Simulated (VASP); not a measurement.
Crystal: Si4Cl.

```
Si Cl
1.0
    -2.82565    2.82565    2.82565
     2.82565   -2.82565    2.82565
     2.82565    2.82565   -2.82565
Si Cl
4 1
Direct
  0.00000 0.00000 0.50000
  0.50000 0.00000 0.00000
  0.00000 0.50000 0.00000
  0.50000 0.50000 0.50000
  0.00000 0.00000 0.00000
```

| Property | Result |
| --- | --- |
| Program | VASP 6.6.1 |
| Task | relaxation of cell and atoms |
| Functional | PBE |
| Potentials or basis | VASP PAW PBE potentials, release 64 (Si, Cl) |
| Cutoff | 600 eV |
| k mesh | 4 × 4 × 4 |
| Occupations | gaussian, width 0.1 eV |
| Spin | no spin polarisation |

At the start: pressure 5.3 GPa; volume 18.05 Å³/atom.

Q: How do energy, volume and symmetry change on relaxing?

A: Over 3 steps the energy falls by 28.2 meV/atom and the volume is 19.92 Å³/atom (+10.4 %); space group Im-3m (No. 229, to 0.05 Å).

Step by step:
```tsv
step	energy change (eV)	largest force (eV/Å)	pressure (GPa)	volume (Å³)
1	0.0000	0.0000	5.31	90.24
2	-0.1391	0.0000	0.57	98.28
3	-0.1412	0.0000	-0.05	99.60
```

Final structure:
```xyz
5
Lattice="-2.9201 2.9201 2.9201 2.9201 -2.9201 2.9201 2.9201 2.9201 -2.9201" Properties=species:S:1:pos:R:3 pbc="T T T"
Si    1.4600    1.4600   -1.4600
Si   -1.4600    1.4600    1.4600
Si    1.4600   -1.4600    1.4600
Si    1.4600    1.4600    1.4600
Cl    0.0000    0.0000    0.0000
```

Caveat: the k points lie up to 0.38 Å⁻¹ apart in the final cell; an odd number of electrons without spin polarisation forces a metal; a magnetic or distorted state may lie lower.
